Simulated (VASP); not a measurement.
A run of VASP 6.6.1:

File INCAR:

```
ALGO = Normal
EDIFF = 1E-7
ENCUT = 520
GGA = PE
ISIF = 2
ISMEAR = -1
IVDW = 13
LASPH = T
LCHARG = F
LREAL = F
LWAVE = F
NBANDS = 9
NELM = 60
PREC = Accurate
SIGMA = 0.05
```

KPOINTS

```
k-points
0
Gamma
  18 18 18
```

Contents of POSCAR:

```
S
1.0
    1.5106396538      1.5106396538      1.5106396538
   -1.5106396538      1.5106396538      1.5106396538
   -1.5106396538     -1.5106396538      1.5106396538
S
1
Direct
    0.0000000000      0.0000000000      0.0000000000
```

Potentials or basis: VASP PAW PBE potentials, release 64 (S).

The run is started by

```console
$ cat potpaw_PBE.64/S/POTCAR > POTCAR
$ mpirun -np 1 vasp_std > vasp.out
```

Hardware: 1 thread of AMD EPYC 9R45 96-Core Processor (Zen 5), with other jobs on the host.

Problem. Estimate the wall time of this run.

Solution. Wall time 8.4 s on 1 thread of AMD EPYC 9R45 96-Core Processor (Zen 5) (shared host), peak memory 0.1 GiB. Counts: scf iterations 11, k points 195.
